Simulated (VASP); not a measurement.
# TiPdSe4 (P6/mmm) in VASP: relaxation of cell and atoms with PBE

Aim: the relaxation of cell and atoms of TiPdSe4 with PBE.

Everything below comes from runs of VASP 6.6.1. Logs are shortened: lines on timing, memory, paths and dates and some standing lists are left out, and cuts for length are marked.

## (1) The cell of the first run

The structure is hexagonal, space group P6/mmm (No. 191). Conventional cell: a = 5.263 Å, b = 5.263 Å, c = 6.633 Å, α = 90.00°, β = 90.00°, γ = 120.00°. Within 4.0 Å of Ti (site symmetry 6/mmm) lie 6 Se at 3.04 Å and 2 Pd at 3.32 Å. Within 4.0 Å of Pd (site symmetry 6/mmm) lie 6 Se at 3.04 Å and 2 Ti at 3.32 Å. Se (site symmetry -6m2) has 5 Se at 3.04 to 3.32 Å and 3 Ti at 3.04 Å within 4.0 Å. Se (site symmetry -6m2) has 5 Se at 3.04 to 3.32 Å and 3 Pd at 3.04 Å within 4.0 Å.

The cell was built from a structure type or drawn by symmetry, and may not be a known phase.

## (2) Relaxation of cell and atoms, PBE, collinear spin

Input file INCAR:

```
ALGO = Normal ; EDIFF = 1E-6
EDIFFG = -0.08 ; ENCUT = 600
GGA = PE ; IBRION = 2
ISIF = 3 ; ISMEAR = 0
ISPIN = 2 ; LASPH = T
LCHARG = F ; LMAXMIX = 4
LORBIT = 11 ; LREAL = F
LWAVE = F ; MAGMOM = 1 0 0 0 0 0
NELM = 150 ; NSW = 36
PREC = Accurate ; SIGMA = 0.15
```

Input file KPOINTS:

```
k-points
0
Gamma
  3 3 2
```

Input file POSCAR:

```
TiPdSe4
1.0
    5.2628361700      0.0000000000      0.0000000000
   -2.6314180900      4.5577498200      0.0000000000
    0.0000000000      0.0000000000      6.6334147200
Ti Pd Se
1 1 4
Direct
    0.0000000000      0.0000000000      0.0000000000
    0.0000000000      0.0000000000      0.5000000000
    0.3333333300      0.6666666700      0.0000000000
    0.6666666700      0.3333333300      0.0000000000
    0.3333333300      0.6666666700      0.5000000000
    0.6666666700      0.3333333300      0.5000000000
```

Potentials or basis: VASP PAW PBE potentials, release 64 (Ti_sv, Pd, Se).

Run with:

```console
$ cat potpaw_PBE.64/Ti_sv/POTCAR potpaw_PBE.64/Pd/POTCAR potpaw_PBE.64/Se/POTCAR > POTCAR
$ mpirun -np 1 vasp_std > vasp.out
```

OUTCAR:

```text
EDIFF = 1E-6
   EDIFFG = -0.08
   ENCUT = 600
   GGA = PE
   IBRION = 2
   ISIF = 3
   ISMEAR = 0
   ISPIN = 2
   LASPH = T
   LORBIT = 11
   LREAL = F
   NELM = 150
   NSW = 36
   PREC = Accurate

 ion  position               nearest neighbor table
   1  0.000  0.000  0.000-
   2  0.000  0.000  0.500-   5 3.04   6 3.04   6 3.04   5 3.04   6 3.04   5 3.04
   3  0.333  0.667  0.000-
   4  0.667  0.333  0.000-
   5  0.333  0.667  0.500-   2 3.04   2 3.04   2 3.04
   6  0.667  0.333  0.500-   2 3.04   2 3.04   2 3.04

  LATTYP: Found a hexagonal cell.
 ALAT       =     5.2628361700
 C/A-ratio  =     1.2604258437

  Lattice vectors:

 A1 = (   5.2628361700,   0.0000000000,   0.0000000000)
 A2 = (  -2.6314180900,   4.5577498200,   0.0000000000)
 A3 = (   0.0000000000,   0.0000000000,   6.6334147200)

Analysis of symmetry for initial positions (statically):
=====================================================================
 Subroutine PRICEL returns:
 Original cell was already a primitive cell.

 Routine SETGRP: Setting up the symmetry group for a
 hexagonal supercell.

 Subroutine GETGRP returns: Found 24 space group operations
 (whereof 24 operations were pure point group operations)
 out of a pool of 24 trial point group operations.

The static configuration has the point symmetry D_6h.

Analysis of symmetry for dynamics (positions and initial velocities):
=====================================================================
 Subroutine PRICEL returns:
 Original cell was already a primitive cell.

 Routine SETGRP: Setting up the symmetry group for a
 hexagonal supercell.

 Subroutine GETGRP returns: Found 24 space group operations
 (whereof 24 operations were pure point group operations)
 out of a pool of 24 trial point group operations.

The dynamic configuration has the point symmetry D_6h.

Analysis of structural, dynamic, and magnetic symmetry:
=====================================================================
 Subroutine PRICEL returns:
 Original cell was already a primitive cell.

 Routine SETGRP: Setting up the symmetry group for a
 hexagonal supercell.

 Subroutine GETGRP returns: Found 24 space group operations
 (whereof 24 operations were pure point group operations)
 out of a pool of 24 trial point group operations.

The overall configuration has the point symmetry D_6h.

 Subroutine INISYM returns: Found 24 space group operations
 (whereof 24 operations are pure point group operations),
 and found     1 'primitive' translations

----------------------------------------------------------------------------------------

                                     Primitive cell

  volume of cell :     159.1137

  direct lattice vectors                    reciprocal lattice vectors
     5.262836170  0.000000000  0.000000000     0.190011615  0.109703257  0.000000000
    -2.631418090  4.557749820  0.000000000     0.000000000  0.219406514  0.000000000
     0.000000000  0.000000000  6.633414720     0.000000000  0.000000000  0.150751919

  length of vectors
     5.262836170  5.262836173  6.633414720     0.219406514  0.219406514  0.150751919

  position of ions in fractional coordinates (direct lattice)
     0.000000000  0.000000000  0.000000000
     0.000000000  0.000000000  0.500000000
     0.333333330  0.666666670  0.000000000
     0.666666670  0.333333330  0.000000000
     0.333333330  0.666666670  0.500000000
     0.666666670  0.333333330  0.500000000

  ion indices of the primitive-cell ions
   primitive index   ion index
                 1           1
                 2           2
                 3           3
                 4           4
                 5           5
                 6           6

----------------------------------------------------------------------------------------

 KPOINTS: k-points

Automatic generation of k-mesh.
 Grid dimensions read from file:
 generate k-points for:    3    3    2

 Generating k-lattice:

  Cartesian coordinates                     Fractional coordinates (reciprocal lattice)
     0.063337205  0.036567752  0.000000000     0.333333333  0.000000000  0.000000000
     0.000000000  0.073135505  0.000000000     0.000000000  0.333333333  0.000000000
     0.000000000  0.000000000  0.075375960     0.000000000  0.000000000  0.500000000

  Length of vectors
     0.073135505  0.073135505  0.075375960

  Shift w.r.t. Gamma in fractional coordinates (k-lattice)
     0.000000000  0.000000000  0.000000000

 Subroutine IBZKPT returns following result:
 ===========================================

 Found      6 irreducible k-points:

 Following reciprocal coordinates:
            Coordinates               Weight
  0.000000  0.000000  0.000000      1.000000
  0.333333  0.000000  0.000000      6.000000
  0.333333  0.333333  0.000000      2.000000
  0.000000  0.000000  0.500000      1.000000
  0.333333  0.000000  0.500000      6.000000
  0.333333  0.333333  0.500000      2.000000
   k-points           NKPTS =      6   k-points in BZ     NKDIM =      6   number of bands    NBANDS=     28
   number of dos      NEDOS =    301   number of ions     NIONS =      6
   total plane-waves  NPLWV =  95256
   dimension x,y,z NGX =    42 NGY =   42 NGZ =   54
   dimension x,y,z NGXF=    84 NGYF=   84 NGZF=  108
   ions per type =               1   1   4
   NGX,Y,Z   is equivalent  to a cutoff of  13.27, 13.27, 13.53 a.u.
   NGXF,Y,Z  is equivalent  to a cutoff of  26.53, 26.53, 27.07 a.u.
 SYSTEM =  unknown system
   PREC   = accura    normal or accurate (medium, high low for compatibility)
   ISTART =      0    job   : 0-new  1-cont  2-samecut
   ICHARG =      2    charge: 1-file 2-atom 10-const
   ISPIN  =      2    spin polarized calculation?
   LNONCOLLINEAR =      F non collinear calculations
   LSORBIT =      F    spin-orbit coupling
   LASPH  =      T    aspherical Exc in radial PAW
   ENCUT  =  600.0 eV  44.10 Ry    6.64 a.u.  10.51 10.51 13.25*2*pi/ulx,y,z
   NELM   =    150;   NELMIN=  2; NELMDL= -5     # of ELM steps
   EDIFF  = 0.1E-05   stopping-criterion for ELM
   LREAL  =      F    real-space projection
   EDIFFG = -.8E-01   stopping-criterion for IOM
   NSW    =     36    number of steps for IOM
   IBRION =      2    ionic relax: 0-MD 1-quasi-New 2-CG
   NFREE  =      1    steps in history (QN), initial steepest desc. (CG)
   ISIF   =      3    stress and relaxation
   ISYM   =      2    0-nonsym 1-usesym 2-fastsym
   POTIM  = 0.5000    time-step for ionic-motion
   TEBEG  =    0.0;   TEEND  =   0.0 temperature during run
   PSTRESS=    0.0 pullay stress
   NELECT =      46.0000    total number of electrons
   NUPDOWN=      -1.0000    fix difference up-down
   EMIN   =  10.00;   EMAX   =-10.00  energy-range for DOS
   EFERMI =   0.00;   METHOD = LEGACY
   ISMEAR =     0;   SIGMA  =   0.15  broadening in eV -4-tet -1-fermi 0-gaus
   EFERMI_NEDOS =   21; number of points for ismear=-14 and -15
   IALGO  =     38    algorithm
   IMIX   =      4    mixing-type and parameters
     AMIX     =   0.40;   BMIX     =  1.00
     AMIX_MAG =   1.60;   BMIX_MAG =  1.00
  volume/ion in A,a.u.               =      26.52       178.96
  Fermi-wavevector in a.u.,A,eV,Ry     =   1.082493  2.045614 15.943175  1.171790
  Thomas-Fermi vector in A             =   2.218535
   LORBIT       =     11    0 simple, 1 ext, 2 COOP (PROOUT), +10 PAW based schemes
   GGA     = PE    functional components
   LHFCALC =     F    Hartree Fock is set to
   AEXX    =    0.0000 exact exchange contribution
   IVDW    =     0    specifies the selected vdW correction
   LEPSILON=     F    determine dielectric tensor
   LRPA    =     F    only Hartree local field effects (RPA)
 conjugate gradient relaxation of ions
 spin polarized calculation
 Gauss-broadening in eV      SIGMA  =   0.15
  energy-cutoff  :      600.00
  volume of cell :      159.11
 maximum number of plane-waves:      5346
 NGX is ok and might be reduce to    42
   NGX = 21   NGY = 21   NGZ = 27

--------------------------------------- Ionic step        1  -------------------------------------------

 number of electron      46.0000005 magnetization      -0.1018415

 number of electron      46.0000005 magnetization       0.0037191

 Free energy of the ion-electron system (eV)
  ---------------------------------------------------
  ext. energy  EPLUGINS =         0.00000000
  ---------------------------------------------------
  free energy    TOTEN  =       -25.41205296 eV

  energy without entropy =      -25.30273904  energy(sigma->0) =      -25.35739600

 E-fermi :   3.1459     XC(G=0):  -9.3575

 val. band max:        3.0420436852   @ k =   0.3333   0.0000   0.0000
 cond. band min:       3.1525162282   @ k =   0.3333   0.0000   0.5000
 fundamental gap:      0.1104725431
 Fermi energy:         3.1458579488

 spin component 1

 k-point     1 :       0.0000    0.0000    0.0000
  band No.  band energies     occupation
      1     -55.0774      1.00000
      2     -31.4057      1.00000
      3     -31.2236      1.00000
      4     -31.2236      1.00000
      5     -10.5642      1.00000
      6      -9.7639      1.00000
[... 175 lines left out ...]
     27       3.7820      0.00000
     28       3.7820      0.00000
 Fermi energy:         3.1458579488

 spin component 2

 k-point     1 :       0.0000    0.0000    0.0000
  band No.  band energies     occupation
      1     -55.0744      1.00000
      2     -31.4022      1.00000
      3     -31.2208      1.00000
      4     -31.2208      1.00000
      5     -10.5642      1.00000
      6      -9.7638      1.00000
[... 464 lines left out ...]
--------------------------------------- Ionic step        8  -------------------------------------------

 number of electron      45.9999998 magnetization      -0.0001996

 number of electron      45.9999998 magnetization       0.0002402

 Free energy of the ion-electron system (eV)
  ---------------------------------------------------
  ext. energy  EPLUGINS =         0.00000000
  ---------------------------------------------------
  free energy    TOTEN  =       -27.66303169 eV

  energy without entropy =      -27.58156303  energy(sigma->0) =      -27.62229736

 E-fermi :   6.2810     XC(G=0): -10.7764

 val. band max:        6.2784112974   @ k =   0.3333   0.0000   0.5000
 cond. band min:       6.4880954173   @ k =   0.0000   0.0000   0.0000
 fundamental gap:      0.2096841200
 Fermi energy:         6.2810008983

 spin component 1

 k-point     1 :       0.0000    0.0000    0.0000
  band No.  band energies     occupation
      1     -51.5971      1.00000
      2     -27.9574      1.00000
      3     -27.7606      1.00000
      4     -27.7606      1.00000
      5      -9.2457      1.00000
      6      -7.2451      1.00000
[... 175 lines left out ...]
     27       7.3314      0.00000
     28       7.3314      0.00000
 Fermi energy:         6.2810008983

 spin component 2

 k-point     1 :       0.0000    0.0000    0.0000
  band No.  band energies     occupation
      1     -51.5972      1.00000
      2     -27.9574      1.00000
      3     -27.7607      1.00000
      4     -27.7607      1.00000
      5      -9.2456      1.00000
      6      -7.2451      1.00000
[... 208 lines left out ...]
  FREE ENERGIE OF THE ION-ELECTRON SYSTEM (eV)
  ---------------------------------------------------
  free  energy   TOTEN  =       -27.6630316937 eV

  energy  without entropy=      -27.5815630326  energy(sigma->0) =      -27.62229736

 reached required accuracy - stopping structural energy minimisation

 total charge

# of ion       s       p       d       tot
------------------------------------------
    1        2.148   6.060   1.808  10.016
    2        0.384   0.316   8.569   9.269
    3        1.513   2.195   0.065   3.772
    4        1.513   2.195   0.065   3.772
    5        1.545   2.089   0.063   3.697
    6        1.545   2.089   0.063   3.697
--------------------------------------------------
tot          8.647  14.943  10.632  34.222

 magnetization (x)

# of ion       s       p       d       tot
------------------------------------------
    1       -0.000  -0.000  -0.000  -0.000
    2        0.000  -0.000   0.000   0.000
    3        0.000   0.000  -0.000   0.000
    4        0.000   0.000  -0.000   0.000
    5        0.000   0.000   0.000   0.000
    6        0.000   0.000   0.000   0.000
--------------------------------------------------
tot          0.000   0.000  -0.000  -0.000
```

Run time: 15 min. Hardware: 1 thread of Intel Xeon 8259CL, shared host; peak memory 0.42 GiB.

What came out:

* Free energy: -27.6630 eV
* Relaxed volume: 19.65 Å³/atom
* Relaxed cell: a = 4.895 Å, b = 4.895 Å, c = 5.682 Å, α = 90.00°, β = 90.00°, γ = 120.00°
* Space group after relaxing (to 0.1 Å): P6/mmm (No. 191)
* Energy gained by relaxing: 375.2 meV/atom
* Ionic steps: 8
* Pressure after relaxing: 0.0 GPa
* Band gap on the k mesh: zero (filled and empty bands overlap)
* Net moment: 0.00 μB per cell
* Valence electrons inside the program's atomic spheres: Ti 10.02; Pd 9.27; Se 3.77, 3.70 (each value once)

Step by step:
| step | energy change (eV) | largest force (eV/Å) | pressure (GPa) | volume (Å³) |
| --- | --- | --- | --- | --- |
| 1 | 0.0000 | 0.0000 | -12.51 | 159.11 |
| 2 | -1.8229 | 0.0000 | 4.50 | 116.02 |
| 3 | -1.9029 | 0.0000 | -0.14 | 121.63 |
| 4 | -2.2171 | 0.0000 | 0.53 | 117.81 |
| 5 | -2.2423 | 0.0000 | 0.97 | 116.89 |
| 6 | -2.2451 | 0.0000 | 1.20 | 116.44 |
| 7 | -2.2474 | 0.0000 | -0.88 | 119.04 |
| 8 | -2.2510 | 0.0000 | -0.02 | 117.89 |

Final structure:
```yaml
crystal:
  lattice:
    - [4.89472, 0.00000, 0.00000]
    - [-2.44736, 4.23895, 0.00000]
    - [0.00000, 0.00000, 5.68167]
  atoms:
    - { symbol: Ti, position: [0.00000, 0.00000, 0.00000] }
    - { symbol: Pd, position: [0.00000, 0.00000, 0.50000] }
    - { symbol: Se, position: [0.33333, 0.66667, 0.00000] }
    - { symbol: Se, position: [0.66667, 0.33333, 0.00000] }
    - { symbol: Se, position: [0.33333, 0.66667, 0.50000] }
    - { symbol: Se, position: [0.66667, 0.33333, 0.50000] }
```

Levels at points of the mesh, in eV from the Fermi level:
Spin up:
```
           k point  band 19  band 20  band 21  band 22  band 23  band 24  band 25  band 26  band 27  band 28
(0.00, 0.00, 0.00)    -2.14    -0.46    -0.46    -0.09    -0.09     0.21     0.62     0.62     1.76     1.79
(0.00, 0.00, 0.50)    -1.54    -0.97    -0.97    -0.53    -0.53    -0.19    -0.14     0.22     0.69     0.69
```
Spin down:
```csv
k point,band 19,band 20,band 21,band 22,band 23,band 24,band 25,band 26,band 27,band 28
"(0.00, 0.00, 0.00)",-2.14,-0.46,-0.46,-0.09,-0.09,0.21,0.62,0.62,1.76,1.79
"(0.00, 0.00, 0.50)",-1.54,-0.97,-0.97,-0.53,-0.53,-0.19,-0.14,0.22,0.69,0.69
```

Caveat: the k points lie up to 0.55 Å⁻¹ apart in the final cell, too coarse for converged energies and pressures of a metal; the volume moved by over 15 % at a fixed basis, so the end points are rough.
